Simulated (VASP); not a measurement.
Here is a VASP 6.6.1 calculation.

The input INCAR:

```
ALGO = Normal
EDIFF = 1E-7
ENCUT = 520
GGA = PE
ISIF = 2
ISMEAR = -1
LASPH = True
LCHARG = False
LREAL = False
LWAVE = False
NBANDS = 28
NELM = 80
PREC = Accurate
SIGMA = 0.02
```

The input KPOINTS:

```
k-points
0
Gamma
  6 6 6
```

POSCAR

```
BaTiO3
1.0
    3.9258885792      0.0000000000      0.0000000000
    0.0000000000      3.9723652526      0.0000000000
    0.0000000000      0.0000000000      4.1122285626
Ba Ti O
1 1 3
Direct
    0.0000000000      0.0000000000     -0.0042501670
    0.5000000000      0.5000000000      0.4776046287
    0.5000000000      0.5000000000      0.0339020936
    0.5000000000      0.0000000000      0.5163359384
    0.0000000000      0.5000000000      0.5194075063
```

Potentials or basis: VASP PAW PBE potentials, release 64 (Ba_sv, Ti_sv, O).

Run with:

```sh
$ cat potpaw_PBE.64/Ba_sv/POTCAR potpaw_PBE.64/Ti_sv/POTCAR potpaw_PBE.64/O/POTCAR > POTCAR
$ mpirun -np 1 vasp_std > vasp.out
```

Q: Predict the largest force.

A: 0.195 eV/Å.

Q: What does it give for the pressure?

A: 7.0 GPa.

Q: Estimate the band gap on the k mesh.

A: 1.83 eV, indirect (least direct gap 2.32 eV).

Stress tensor (GPa, compression positive):
```
8.54 0.00 0.00
0.00 6.28 0.00
0.00 0.00 6.17
```

Caveat: the cell differs from its parent crystal (uniaxial x strain -1.2%); spin-orbit coupling is left out, which moves the levels of the heavy elements. A k mesh can miss the band edges.
